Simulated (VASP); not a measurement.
A run of VASP 6.6.1 is set up as follows.

Contents of INCAR:

```
SYSTEM = Rh
PREC = Accurate ; ENCUT = 600
EDIFF = 1E-6 ; ISMEAR = 0
SIGMA = 0.1 ; LREAL = .False.
LASPH = .True. ; NELM = 100
ALGO = Fast ; ISIF = 4
LWAVE = .False. ; LCHARG = .False.
GGA = PE ; IBRION = 2
NSW = 50 ; EDIFFG = -0.01
```

File KPOINTS:

```
Automatic mesh
0
Gamma
  18 18 10
  0 0 0
```

Contents of POSCAR:

```
Rh
1.0
    2.6089355185      0.0000000000      0.0000000000
   -1.3044677592      2.2594044359      0.0000000000
    0.0000000000      0.0000000000      4.2089696415
Rh
2
Direct
    0.6666666667      0.3333333333      0.7500000000
    0.3333333333      0.6666666667      0.2500000000
```

Potentials or basis: VASP PAW PBE potentials, release 64 (Rh_pv).

Run with:

```sh
$ cat potpaw_PBE.64/Rh_pv/POTCAR > POTCAR
$ mpirun -np 1 vasp_std > vasp.out
```

Q: Estimate the band gap on the k mesh.

A: Zero (bands 15 and 16 overlap by 2.86 eV).

Final structure:
```
Rh
1.0
     2.60793    0.00000    0.00000
    -1.30397    2.25854    0.00000
     0.00000    0.00000    4.21221
Rh
2
Direct
  0.66667 0.33333 0.75000
  0.33333 0.66667 0.25000
```
